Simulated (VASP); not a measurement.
Input of a VASP 6.6.1 run:

File INCAR:

```
SYSTEM = Si
  ALGO = Normal
  EDIFF = 1E-6
  ENCUT = 500
  GGA = PE
  GGA_COMPAT = .FALSE.
  ISIF = 2
  ISMEAR = 0
  LASPH = .TRUE.
  LCHARG = .FALSE.
  LREAL = .FALSE.
  LWAVE = .FALSE.
  NBANDS = 16
  NELM = 120
  PREC = Accurate
  SIGMA = 0.02
```

File KPOINTS:

```
k-points
0
G
  8 8 6
  0 0 0
```

Contents of POSCAR:

```
Si
1.0
    3.8676348659      0.0000000000      0.0000000000
    0.0000000000      3.8676348659      0.0000000000
    0.0000000000      0.0000000000      5.4696616669
Si
4
Direct
    0.0000000000      0.0000000000      0.0000000000
    0.0000000000      0.5000000000      0.2500000000
    0.5000000000      0.5000000000      0.5000000000
    0.5000000000      1.0000000000      0.7500000000
```

Potentials or basis: VASP PAW PBE potentials, release 64 (Si).

The run is started by

```bash
$ cat potpaw_PBE.64/Si/POTCAR > POTCAR
$ mpirun -np 1 vasp_std > vasp.out
```

Predict the pressure.

0.0 GPa.

What does it give for the band gap on the k mesh?

0.61 eV.

A k mesh can miss the band edges. PBE gaps usually lie below the measured ones, often by a third to a half.
